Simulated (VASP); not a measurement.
Set up this calculation in VASP 6.6.1, as the native input.

```yaml
Task: single point
Functional: PBEsol
Potentials_or_basis: VASP PAW PBE potentials, release 64 (Al, Ni)
Cutoff: 520 eV
k_mesh: 16 × 16 × 16
Occupations: gaussian, width 0.15 eV
Spin: no spin polarisation
Dipole_correction: no
Further_INCAR_settings: ALGO = Fast; EDIFF = 1e-06; NBANDS = 14
```

The structure of AlNi lies in POSCAR:

```
AlNi
1.0
    2.6505200000      0.0000000000      0.0000000000
    0.0000000000      2.6505200000      0.0000000000
    0.0000000000      0.0000000000      2.6505200000
Al Ni
1 1
Direct
    0.0000000000      0.0000000000      0.0000000000
    0.5000000000      0.5000000000      0.5000000000
```

This cell differs from its parent crystal: strain -0.080 along x and y, -0.080 along z.

One way to write it, as run:

INCAR

```
PREC = Accurate ; ENCUT = 520
EDIFF = 1E-6 ; ISMEAR = 0
SIGMA = 0.15 ; LREAL = F
LASPH = T ; NELM = 100
ALGO = Fast ; ISIF = 2
LWAVE = F ; LCHARG = T
GGA = PS ; LELF = T
LVHAR = T ; NBANDS = 14
```

KPOINTS

```
Automatic mesh
0
Gamma
  16 16 16
```

Potentials or basis: VASP PAW PBE potentials, release 64 (Al, Ni).

Run with:

```sh
$ cat potpaw_PBE.64/Al/POTCAR potpaw_PBE.64/Ni/POTCAR > POTCAR
$ mpirun -np 1 vasp_std > vasp.out
```

Results of the run:

```
Pressure               : 65.4 GPa
Band gap on the k mesh : zero (an odd number of electrons rules out a gap without spin polarisation)
```

Caveat: the cell differs from its parent crystal (strain -0.080 along x and y, -0.080 along z); the cell stands under pressure; the PAW data sets were made with another functional, which shifts forces and pressure a little.

It took 48 s on 1 thread of Intel Xeon 8259CL, with other jobs on the host, peak memory 0.16 GiB.
